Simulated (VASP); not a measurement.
Input of a VASP 6.6.1 run:

File INCAR:

```
SYSTEM = Zr2SiO4
  ALGO = Normal
  DIPOL = 0.5 0.5 0.318
  EDIFF = 1E-6
  ENCUT = 520
  GGA = PE
  GGA_COMPAT = .False.
  IDIPOL = 3
  ISIF = 2
  ISMEAR = 0
  ISPIN = 2
  IVDW = 12
  KPAR = 4
  LASPH = .True.
  LCHARG = .False.
  LDIPOL = .True.
  LMAXMIX = 4
  LORBIT = 11
  LREAL = .False.
  LWAVE = .False.
  MAGMOM = 0 0 0 0 0 0 2
  NBANDS = 39
  NELM = 200
  NELMDL = -8
  PREC = Accurate
  SIGMA = 0.05
```

Contents of KPOINTS:

```
k-points
0
Gamma
  9 9 1
  0 0 0
```

File POSCAR:

```
Zr2SiO4
1.0
    3.5974414580      0.0000000000      0.0000000000
   -1.7987207290      3.1154756913      0.0000000000
    0.0000000000      0.0000000000     21.3728427344
O Zr Si
4 2 1
Direct
    0.0000000000      0.0000000000      0.1871533913
    0.3333333333      0.6666666667      0.2558690668
    0.6666666667      0.3333333333      0.3197992968
    0.0000000000      0.0000000000      0.3917514782
    0.6666666667      0.3333333333      0.2215112290
    0.3333333333      0.6666666667      0.3546358399
    0.0000000000      0.1666666667      0.4946858434
```

Potentials or basis: VASP PAW PBE potentials, release 64 (O, Zr_sv, Si).

Run with:

```sh
$ cat potpaw_PBE.64/O/POTCAR potpaw_PBE.64/Zr_sv/POTCAR potpaw_PBE.64/Si/POTCAR > POTCAR
$ mpirun -np 4 vasp_std > vasp.out
```

(1) Estimate the site moments.

(2) Predict the net moment.

(3) Estimate the dispersion energy per atom.

## Answers

(1) O -0.00, +0.00, +0.02 (each value once); Zr +0.01, +0.02; Si +0.04 μB.

(2) 0.23 μB per cell.

(3) -0.207 eV.
